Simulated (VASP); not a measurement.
TiC, 2 atoms in the cell. It takes space group P-6m2 (No. 187, hexagonal). The conventional cell has a = 3.042 Å, b = 3.042 Å, c = 2.698 Å, α = 90.00°, β = 90.00°, γ = 120.00°. Ti (site symmetry -6m2) has 6 C at 2.21 Å and 2 Ti at 2.70 Å within 2.9 Å. Within 2.9 Å of C (site symmetry -6m2) lie 6 Ti at 2.21 Å and 2 C at 2.70 Å. 

* Program: VASP 6.6.1
* Task: single point
* Functional: PBE
* Potentials or basis: VASP PAW PBE potentials, release 64 (Ti_sv, C)
* Cutoff: 520 eV
* k mesh: 10 × 10 × 10
* Occupations: gaussian, width 0.019 eV
* Spin: no spin polarisation
* Dipole correction: no
* Further INCAR settings: ALGO = Normal; EDIFF = 1e-07; NBANDS = 15

Potentials or basis: VASP PAW PBE potentials, release 64 (Ti_sv, C).

Command:

```bash
$ cat potpaw_PBE.64/Ti_sv/POTCAR potpaw_PBE.64/C/POTCAR > POTCAR
$ mpirun -np 1 vasp_std > vasp.out
```

Hardware: 1 thread of AMD EPYC 9R45 96-Core Processor (Zen 5), with other jobs on the host.

Q: Estimate the wall time of this run.

A: Run time: 34 s on 1 thread of AMD EPYC 9R45 96-Core Processor (Zen 5) (shared host), peak memory 0.15 GiB. Counts: scf iterations 16, k points 186.
